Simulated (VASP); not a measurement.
Wanted: the native input for a VASP 6.6.1 run.

* Task: single point
* Functional: PBEsol
* Potentials or basis: VASP PAW PBE potentials, release 64 (Mn_pv)
* Cutoff: 520 eV
* k mesh: 22 × 22 × 22
* Occupations: gaussian, width 0.1 eV
* Spin: collinear spin, ferromagnetic start
* Starting moments: [-0.49] μB
* Dipole correction: no
* Further INCAR settings: ALGO = Fast; EDIFF = 1e-06; NBANDS = 16

The structure of Mn lies in POSCAR:

```
Mn
1.0
   -1.3778657579      1.3778657579      1.3778657579
    1.3778657579     -1.3778657579      1.3778657579
    1.3778657579      1.3778657579     -1.3778657579
Mn
1
Direct
    0.0000000000      0.0000000000      0.0000000000
```

This isn't the form of Mn at room conditions, which is a 58-atom cubic cell.

These files were run (other wordings do the same):

INCAR

```
SYSTEM = Mn
PREC = Accurate
ENCUT = 520
EDIFF = 1E-6
ISMEAR = 0
SIGMA = 0.1
LREAL = .FALSE.
LASPH = .TRUE.
NELM = 150
ALGO = Fast
ISIF = 2
LWAVE = .FALSE.
LCHARG = .FALSE.
ISPIN = 2
MAGMOM = -0.49
LORBIT = 11
LMAXMIX = 4
GGA = PS
NBANDS = 16
```

KPOINTS

```
regular mesh
0
G
  22 22 22
  0 0 0
```

Potentials or basis: VASP PAW PBE potentials, release 64 (Mn_pv).

Command:

```console
$ cat potpaw_PBE.64/Mn_pv/POTCAR > POTCAR
$ mpirun -np 1 vasp_std > vasp.out
```

It gave:

| Quantity | Value |
| --- | --- |
| Pressure | 0.1 GPa |
| Net moment | -0.64 μB per cell |
| Site moments | Mn -0.64 μB |
| Valence electrons inside the program's atomic spheres | Mn 12.04 |

Caveat: the PAW data sets were made with another functional, which shifts forces and pressure a little.

It took 110 s on 1 thread of Intel(R) Xeon(R) Platinum 8259CL CPU @ 2.50GHz (Skylake/Cascade Lake) (shared host), peak memory 0.2 GiB.
